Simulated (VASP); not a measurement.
A run of VASP 6.6.1:

The input INCAR:

```
ALGO = Normal
EDIFF = 1E-6
ENCUT = 520
GGA = PE
ISIF = 2
ISMEAR = -1
LASPH = T
LCHARG = F
LREAL = F
LWAVE = F
NBANDS = 12
NELM = 60
PREC = Accurate
SIGMA = 0.08
```

Contents of KPOINTS:

```
k-points
0
Gamma
  15 15 14
```

The input POSCAR:

```
Ag
1.0
    2.6282707304      0.0000000000      0.0000000000
   -1.3141353652      2.2761492206      0.0000000000
    0.0000000000      0.0000000000      2.5329206884
Ag
1
Direct
    0.0000000000      0.0000000000      0.0000000000
```

Potentials or basis: VASP PAW PBE potentials, release 64 (Ag).

Launch:

```bash
$ cat potpaw_PBE.64/Ag/POTCAR > POTCAR
$ mpirun -np 1 vasp_std > vasp.out
```

Hardware: 1 thread of AMD EPYC 7R43 64-Core Processor (Zen 3) (shared host).

Question: Estimate the wall time of this run.

Answer: It took 29 s on 1 thread of AMD EPYC 7R43 64-Core Processor (Zen 3) (shared host), peak memory 0.12 GiB. Counts: scf iterations 11, k points 216.
